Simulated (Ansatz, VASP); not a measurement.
# BaTiO3: VASP beside Ansatz

```xyz
5
Lattice="3.9998 0.0000 0.0000 0.0000 3.9998 0.0000 0.0000 0.0000 3.9376" Properties=species:S:1:pos:R:3 pbc="T T T"
Ba    0.0000    0.0000    0.0063
Ti    1.9999    1.9999    1.9411
O     1.9999    1.9999    0.0540
O     1.9999    0.0000    2.0077
O     0.0000    1.9999    2.0077
```

Change from the starting cell: z stretched by -2 %, ions relaxed.

Alike in both runs: functional PBE; k mesh 8 × 8 × 8; occupations fermi-dirac, width 0.02 eV; no spin polarisation.

Ansatz relaxed the structure, and its values are those at the end. VASP's run is a single point on that final structure, the one shown.

|  | VASP | Ansatz |
| --- | --- | --- |
| version | VASP 6.6.1 | Ansatz 0.2.0 |
| potentials or method | VASP PAW PBE potentials, release 64 (Ba_sv, Ti_sv, O) | plane-wave PAW, scalar-relativistic |
| plane-wave cutoff (eV) | 520 | 420 |
| valence electrons in the cell | 40 | 40 |

Ansatz gave:

```
gap on the k mesh at the Fermi level (eV) : 1.87
pressure (GPa)                            : 5.8
rms of the force components (eV/Å)        : 0.000
```

Estimate VASP's values.

gap on the k mesh at the Fermi level (eV): 1.80; pressure (GPa): 7.7; rms of the force components (eV/Å): 0.012.

Ansatz's warnings: stress scf threshold loose.

Spin-orbit coupling is off throughout.
